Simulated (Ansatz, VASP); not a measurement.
WC in VASP and in Ansatz

```
CELL_PARAMETERS angstrom
2.84179 0.00000 0.00000
-1.42090 2.46107 0.00000
0.00000 0.00000 2.77174
ATOMIC_POSITIONS crystal
W 0.00000 0.00000 0.00000
C 0.66667 0.33333 0.50000
```

Change from the starting cell: volume scaled by 0.9405.

Alike in both runs: task single point; functional PBE; k mesh 13 × 13 × 12; occupations fermi-dirac, width 0.05 eV; no spin polarisation.

|  | VASP | Ansatz |
| --- | --- | --- |
| version | VASP 6.6.1 | Ansatz 0.2.0 |
| potentials or method | VASP PAW PBE potentials, release 64 (W_sv, C), cutoff 520 eV | all-electron LAPW, scalar-relativistic |

Ansatz gave:

| Item | Value |
| --- | --- |
| pressure (GPa) | 37.7 |
| traceless stress, the component that is largest in VASP (GPa) | 2.90 |

What did VASP give for the same quantities?

Pressure (GPa): 39.3; traceless stress, the component that is largest in VASP (GPa): 3.18.

Both programs put the cell under a high pressure, so it lies far from rest at this level. Ansatz ran all-electron here, and VASP with PAW potentials.

Neither program's run includes spin-orbit coupling.
